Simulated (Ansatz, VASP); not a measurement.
**Two plane-wave programs on CuI**

INCAR

```
SYSTEM = CuI
PREC = Accurate ; ENCUT = 520
EDIFF = 1E-6 ; ISMEAR = 0
SIGMA = 0.05 ; LREAL = .False.
LASPH = .True. ; NELM = 100
ALGO = Normal ; ISIF = 2
LWAVE = .False. ; LCHARG = .False.
GGA = PE ; NBANDS = 16
```

KPOINTS

```
Automatic mesh
0
Gamma
  8 8 8
  0 0 0
```

The input POSCAR:

```
CuI
1.0
    0.0000000000      2.8527507216      3.4233008659
    2.8527507216      0.0000000000      3.4233008659
    2.8527507216      2.8527507216      0.0000000000
Cu I
1 1
Direct
    0.7500000000      0.7500000000      0.7500000000
    0.0000000000      0.0000000000      0.0000000000
```

Input for Ansatz:

```yaml
crystal:
  lattice:
    - [0.0, 2.8527507216, 3.4233008659]
    - [2.8527507216, 0.0, 3.4233008659]
    - [2.8527507216, 2.8527507216, 0.0]
  atoms:
    - { symbol: Cu, position: [0.75, 0.75, 0.75] }
    - { symbol: I, position: [0.0, 0.0, 0.0] }
basis:
  ecutwfc: 420
kpoints:
  mp_grid: { grid: [8, 8, 8] }
hamiltonian:
  xc: pbe
scf:
  occupations: { method: gaussian, width: 0.05 }
output:
  forces: true
  stress: true
  eigenvalues: true
  write_density: true
  write_potential: true
  elf: true
  volumetric_format: npy
```

Alike in both runs: task single point; functional PBE; k mesh 8 × 8 × 8; occupations gaussian, width 0.05 eV; no spin polarisation.

```csv
,VASP,Ansatz
version,VASP 6.6.1,Ansatz 0.2.0
potentials or method,"VASP PAW PBE potentials, release 64 (Cu, I), cutoff 520 eV","scalar-relativistic, plane waves, PAW"
valence electrons in the cell,18,36
```

VASP gave:

* gap on the k mesh at the Fermi level (eV): 0.96
* least direct gap on the mesh (eV): 0.96
* pressure (GPa): 0.1
* traceless stress, the component that is largest in VASP (GPa): -2.75

Question: Estimate Ansatz's values.

Answer: gap on the k mesh at the Fermi level (eV): 0.94; least direct gap on the mesh (eV): 0.94; pressure (GPa): 0.0; traceless stress, the component that is largest in VASP (GPa): -2.76.

VASP's potentials hold 18 valence electrons a cell and Ansatz's 36, so a difference there can come from the potentials and not from the codes.

Spin-orbit coupling is off throughout.
